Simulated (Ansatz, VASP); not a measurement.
# Si16O: VASP beside Ansatz

```
CELL_PARAMETERS angstrom
0.00000 5.43000 5.43000
5.43000 0.00000 5.43000
5.43000 5.43000 0.00000
ATOMIC_POSITIONS crystal
Si 0.00273 0.99786 0.00048
Si 0.10681 0.14202 0.12799
Si 0.99601 0.00015 0.50213
Si 0.13690 0.10844 0.62705
Si 0.98692 0.51751 0.99855
Si 0.12254 0.62799 0.12593
Si 0.01664 0.48409 0.50185
Si 0.12693 0.62555 0.62429
Si 0.48037 0.05380 0.99421
Si 0.63742 0.07793 0.16897
Si 0.50995 0.94451 0.54008
Si 0.62100 0.12519 0.62311
Si 0.48812 0.54559 0.01002
Si 0.61372 0.68141 0.11960
Si 0.50203 0.50112 0.49470
Si 0.64308 0.57260 0.65327
O 0.56251 0.31175 0.19153
```

Alike in both runs: functional PBEsol; k mesh 2 × 2 × 2; occupations fermi-dirac, width 0.05 eV; collinear spin.

Ansatz relaxed the structure, and its values are those at the end. VASP's run is a single point on that final structure, the one shown.

|  | VASP | Ansatz |
| --- | --- | --- |
| version | VASP 6.6.1 | Ansatz 0.2.0 |
| potentials or method | VASP PAW PBE potentials, release 64 (Si, O), cutoff 520 eV | scalar-relativistic, plane waves, PAW |
| valence electrons in the cell | 70 | 70 |

|  | VASP | Ansatz | Ansatz less VASP |
| --- | --- | --- | --- |
| rms of the force components (eV/Å) | 0.026 | 0.011 | -0.0149 |
| net moment per atom (μB) | 0.00 | 0.00 | 0.000 |

VASP's potentials were made for PBE, not for PBEsol. Ansatz's warnings: seeded moment not kept.

The k mesh is coarse, so the values compare programs but aren't converged.
